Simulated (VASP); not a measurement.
# VN2 (Ibam) in VASP: single point with PBEsol

Aim: the single point of VN2 with PBEsol.

Everything below comes from runs of VASP 6.6.1. Logs are shortened: lines on timing, memory, paths and dates and some standing lists are left out, and cuts for length are marked.

## Step 1: The cell of the first run

Symmetry: Ibam, No. 72, orthorhombic system. Conventional cell: a = 4.229 Å, b = 4.293 Å, c = 4.911 Å, α = 90.00°, β = 90.00°, γ = 90.00°. Within 2.8 Å of V (site symmetry 222) lie 8 N at 2.10 to 2.12 Å and 2 V at 2.46 Å. Within 1.8 Å of N (site symmetry m) lie 1 N at 1.38 Å.

## Step 2: Single point, PBEsol (strain +0.0075 x Voigt [1, -1, 0, 0, 0, 0])

INCAR reads:

```
PREC = Accurate
ENCUT = 520
EDIFF = 1E-7
ISMEAR = 0
SIGMA = 0.15
LREAL = False
LASPH = True
NELM = 60
ALGO = Normal
ISIF = 2
LWAVE = False
LCHARG = False
GGA = PS
NBANDS = 32
```

KPOINTS reads:

```
Automatic mesh
0
Gamma
  16 16 16
```

POSCAR reads:

```
VN2
1.0
   -2.1463000240      2.1143451850      2.4552814625
    2.1463000240     -2.1143451850      2.4552814625
    2.1463000240      2.1143451850     -2.4552814625
V N
2 4
Direct
    0.2500000000      0.2500000000      0.0000000000
    0.7500000000      0.7500000000      0.0000000000
    0.1142608421      0.6142608421      0.7285216842
    0.6142608421      0.8857391579      0.5000000000
    0.8857391579      0.3857391579      0.2714783158
    0.3857391579      0.1142608421      0.5000000000
```

Potentials or basis: VASP PAW PBE potentials, release 64 (V_sv, N).

On the command line:

```bash
> cat potpaw_PBE.64/V_sv/POTCAR potpaw_PBE.64/N/POTCAR > POTCAR
> mpirun -np 1 vasp_std > vasp.out
```

OUTCAR:

```text
PREC = Accurate
   ENCUT = 520
   EDIFF = 1E-7
   ISMEAR = 0
   LREAL = False
   LASPH = True
   NELM = 60
   ISIF = 2
   GGA = PS

 ion  position               nearest neighbor table
   1  0.250  0.250  0.000-   5 2.10   6 2.10   4 2.10   3 2.10   3 2.12   4 2.12   6 2.12   5 2.12
                             2 2.46   2 2.46
   2  0.750  0.750  0.000-   3 2.10   4 2.10   6 2.10   5 2.10   5 2.12   6 2.12   4 2.12   3 2.12
                             1 2.46   1 2.46
   3  0.114  0.614  0.729-   5 1.38   2 2.10   1 2.10   1 2.12   2 2.12
   4  0.614  0.886  0.500-   6 1.38   2 2.10   1 2.10   2 2.12   1 2.12
   5  0.886  0.386  0.271-   3 1.38   1 2.10   2 2.10   2 2.12   1 2.12
   6  0.386  0.114  0.500-   4 1.38   1 2.10   2 2.10   1 2.12   2 2.12

  LATTYP: Found a body centered orthorhombic cell.
 ALAT       =     4.2286903700
 B/A-ratio  =     1.0151133501
 C/A-ratio  =     1.1612491091

  Lattice vectors:

 A1 = (   2.1463000240,  -2.1143451850,  -2.4552814625)
 A2 = (  -2.1463000240,   2.1143451850,  -2.4552814625)
 A3 = (   2.1463000240,   2.1143451850,   2.4552814625)

Analysis of symmetry for initial positions (statically):
=====================================================================
 Subroutine PRICEL returns:
 Original cell was already a primitive cell.

 Routine SETGRP: Setting up the symmetry group for a
 body centered orthorhombic supercell.

 Subroutine GETGRP returns: Found  8 space group operations
 (whereof  4 operations were pure point group operations)
 out of a pool of  8 trial point group operations.

The static configuration has the point symmetry C_2h.
 The point group associated with its full space group is D_2h.

Analysis of symmetry for dynamics (positions and initial velocities):
=====================================================================
 Subroutine PRICEL returns:
 Original cell was already a primitive cell.

 Routine SETGRP: Setting up the symmetry group for a
 body centered orthorhombic supercell.

 Subroutine GETGRP returns: Found  8 space group operations
 (whereof  4 operations were pure point group operations)
 out of a pool of  8 trial point group operations.

The dynamic configuration has the point symmetry C_2h.
 The point group associated with its full space group is D_2h.

 Subroutine INISYM returns: Found  8 space group operations
 (whereof  4 operations are pure point group operations),
 and found     1 'primitive' translations

[... 104 lines left out ...]
   EDIFFG = 0.1E-05   stopping-criterion for IOM
   NSW    =      0    number of steps for IOM
   IBRION =     -1    ionic relax: 0-MD 1-quasi-New 2-CG
   NFREE  =      0    steps in history (QN), initial steepest desc. (CG)
   ISIF   =      2    stress and relaxation
   ISYM   =      2    0-nonsym 1-usesym 2-fastsym
   POTIM  = 0.5000    time-step for ionic-motion
   TEBEG  =    0.0;   TEEND  =   0.0 temperature during run
   PSTRESS=    0.0 pullay stress
   NELECT =      46.0000    total number of electrons
   NUPDOWN=      -1.0000    fix difference up-down
   EMIN   =  10.00;   EMAX   =-10.00  energy-range for DOS
   EFERMI =   0.00;   METHOD = LEGACY
   ISMEAR =     0;   SIGMA  =   0.15  broadening in eV -4-tet -1-fermi 0-gaus
   EFERMI_NEDOS =   21; number of points for ismear=-14 and -15
   IALGO  =     38    algorithm
   IMIX   =      4    mixing-type and parameters
     AMIX     =   0.40;   BMIX     =  1.00
     AMIX_MAG =   1.60;   BMIX_MAG =  1.00
  volume/ion in A,a.u.               =       7.43        50.13
  Fermi-wavevector in a.u.,A,eV,Ry     =   1.654442  3.126442 37.241577  2.737179
  Thomas-Fermi vector in A             =   2.742709
   LORBIT       =      0    0 simple, 1 ext, 2 COOP (PROOUT), +10 PAW based schemes
   GGA     = PS    functional components
   LHFCALC =     F    Hartree Fock is set to
   AEXX    =    0.0000 exact exchange contribution
   IVDW    =     0    specifies the selected vdW correction
   LEPSILON=     F    determine dielectric tensor
   LRPA    =     F    only Hartree local field effects (RPA)
 non-spin polarized calculation
 Gauss-broadening in eV      SIGMA  =   0.15
  energy-cutoff  :      520.00
  volume of cell :       44.57
 maximum number of plane-waves:      1216
 NGX is ok and might be reduce to    30
   NGX = 15   NGY = 15   NGZ = 15

 number of electron      45.9999999 magnetization

 Free energy of the ion-electron system (eV)
  ---------------------------------------------------
  ext. energy  EPLUGINS =         0.00000000
  ---------------------------------------------------
  free energy    TOTEN  =       -56.98705067 eV

  energy without entropy =      -56.96099229  energy(sigma->0) =      -56.97402148

 E-fermi :  11.9003     XC(G=0): -14.0788

 val. band max:       11.8988775244   @ k =   0.4375  -0.3750   0.3125
 cond. band min:      11.9009151924   @ k =   0.5000   0.5000   0.3125
 fundamental gap:      0.0020376680
 Fermi energy:        11.9002650831

 k-point     1 :       0.0000    0.0000    0.0000
  band No.  band energies     occupation
      1     -53.4620      2.00000
      2     -53.2685      2.00000
      3     -27.7356      2.00000
      4     -27.4361      2.00000
      5     -27.4252      2.00000
      6     -27.4143      2.00000
[... 829 lines left out ...]
     31      14.5627      0.00000
     32      16.3599      0.00000

 [... further k-points ...]

------------------------ aborting loop because EDIFF is reached ----------------------------------------

  FORCE on cell =-STRESS in cart. coord.  units (eV):
  Direction    XX          YY          ZZ          XY          YZ          ZX
  --------------------------------------------------------------------------------------
  -------------------------------------------------------------------------------------
  Total       -0.7577463      1.3595204      0.2248978      0.0000000      0.0000000      0.0000000
  in kB      -27.2399823     48.8729681      8.0847787      0.0000000      0.0000000      0.0000000
  external PRESSURE =       9.9059215 kB  Pullay stress =       0.0000000 kB

 VOLUME and BASIS-vectors are now :
 -----------------------------------------------------------------------------
  energy-cutoff  :      520.00
  volume of cell :       44.57
      direct lattice vectors                 reciprocal lattice vectors
    -2.146300024  2.114345185  2.455281462     0.000000000  0.236479835  0.203642640
     2.146300024 -2.114345185  2.455281462     0.232959043  0.000000000  0.203642640
     2.146300024  2.114345185 -2.455281462     0.232959043  0.236479835  0.000000000

 POSITION                                       TOTAL-FORCE (eV/Angst)
 -----------------------------------------------------------------------------------
      0.00000      0.00000      1.22764         0.000000      0.000000     -0.000000
      0.00000      0.00000      3.68292         0.000000      0.000000     -0.000000
      2.63678      0.48317      0.00000         0.003427      0.118835      0.000000
      1.65582      0.48317      2.45528        -0.003427      0.118835      0.000000
     -0.49048      1.63117      2.45528        -0.003427     -0.118835      0.000000
      0.49048      1.63117      0.00000         0.003427     -0.118835      0.000000
 -----------------------------------------------------------------------------------
    total drift:                                0.000000     -0.000000      0.000000

  FREE ENERGIE OF THE ION-ELECTRON SYSTEM (eV)
  ---------------------------------------------------
  free  energy   TOTEN  =       -56.9870506723 eV

  energy  without entropy=      -56.9609922946  energy(sigma->0) =      -56.97402148
```

stdout:

```text
POSCAR found type information on POSCAR V N
 POSCAR found :  2 types and       6 ions
 scaLAPACK will be used
 -----------------------------------------------------------------------------
|                                                                             |
|                                                                             |
|     You enforced a specific xc type in the INCAR file but a different       |
|     I HOPE YOU KNOW WHAT YOU ARE DOING!                                     |
|                                                                             |
 -----------------------------------------------------------------------------

 LDA part: xc-table for (Slater+PW92), standard interpolation
 POSCAR, INCAR and KPOINTS ok, starting setup
 FFT: planning ... GRIDC
 FFT: planning ... GRID_SOFT
 FFT: planning ... GRID
 WAVECAR not read
 entering main loop
```

It took 7.7 min on 1 thread of Intel Xeon 6975P-C (Granite Rapids), shared host; peak memory 0.71 GiB.

What came out:

| Item | Value |
| --- | --- |
| Free energy | -56.9871 eV |
| Pressure | 1.0 GPa |
| Largest force | 0.119 eV/Å |
| Band gap on the k mesh | zero (bands 23 and 24 overlap by 0.47 eV) |

Forces in eV/Å, atoms in the order of the input:
```
V    0.000  0.000  0.000
V    0.000  0.000  0.000
N    0.003  0.119  0.000
N   -0.003  0.119  0.000
N   -0.003 -0.119  0.000
N    0.003 -0.119  0.000
```

Levels at points of the mesh, in eV from the Fermi level:
| k point | band 19 | band 20 | band 21 | band 22 | band 23 | band 24 | band 25 | band 26 | band 27 | band 28 |
| --- | --- | --- | --- | --- | --- | --- | --- | --- | --- | --- |
| (0.00, 0.00, 0.00) | -3.34 | -3.12 | -2.80 | -2.75 | -2.60 | 0.81 | 0.96 | 0.97 | 1.43 | 2.07 |
| (0.50, 0.00, 0.00) | -3.48 | -3.48 | -3.31 | -3.31 | 0.14 | 0.14 | 0.77 | 0.77 | 1.13 | 1.13 |
| (0.00, 0.50, 0.00) | -3.55 | -3.55 | -3.29 | -3.29 | 0.21 | 0.21 | 0.80 | 0.80 | 1.10 | 1.10 |
| (0.50, 0.50, 0.00) | -5.13 | -4.77 | -2.90 | -2.75 | -1.40 | 0.03 | 0.85 | 1.17 | 1.99 | 2.30 |
| (0.50, 0.50, 0.50) | -4.87 | -2.19 | -2.17 | -0.27 | -0.20 | -0.16 | -0.04 | 0.03 | 1.85 | 2.01 |

Caveat: the cell differs from its parent crystal (strain +0.0075 x Voigt [1, -1, 0, 0, 0, 0]); the stress differs along the axes, from -3 to 5 GPa; the PAW data sets were made with another functional, which shifts forces and pressure a little; the run has no spin polarisation, though such a crystal can be magnetic.
